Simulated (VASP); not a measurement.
# BaOs3: single point with PBE

Crystal: BaOs3.

```
Ba Os
1.0
     4.18508    0.00000    0.00000
     0.00000    4.18508    0.00000
     0.00000    0.00000    4.18508
Ba Os
1 3
Direct
  0.00000 0.00000 0.00000
  0.00000 0.50000 0.50000
  0.50000 0.50000 0.00000
  0.50000 0.00000 0.50000
```

```
Program             : VASP 6.6.1
Task                : single point
Functional          : PBE
Potentials or basis : VASP PAW PBE potentials, release 64 (Ba_sv, Os)
Cutoff              : 520 eV
k mesh              : 8 × 8 × 8, shifted
Occupations         : gaussian, width 0.05 eV
Spin                : no spin polarisation
```

| Quantity | Value |
| --- | --- |
| Pressure | 4.4 GPa |
| Band gap on the k mesh | zero (band 17 reaches 7.70 eV, above the bottom of band 18 at 5.80 eV) |

Levels at points of the mesh, in eV from the Fermi level:
```csv
k point,band 14,band 15,band 16,band 17,band 18,band 19,band 20,band 21
"(0.06, 0.06, 0.06)",-0.97,0.69,0.69,1.70,1.82,1.82,2.28,4.02
```

It took 14 s on 1 thread of Intel(R) Xeon(R) 6975P-C (Granite Rapids), with other jobs on the host, peak memory 0.19 GiB.

Caveat: spin-orbit coupling is left out, which moves the levels of the heavy elements.
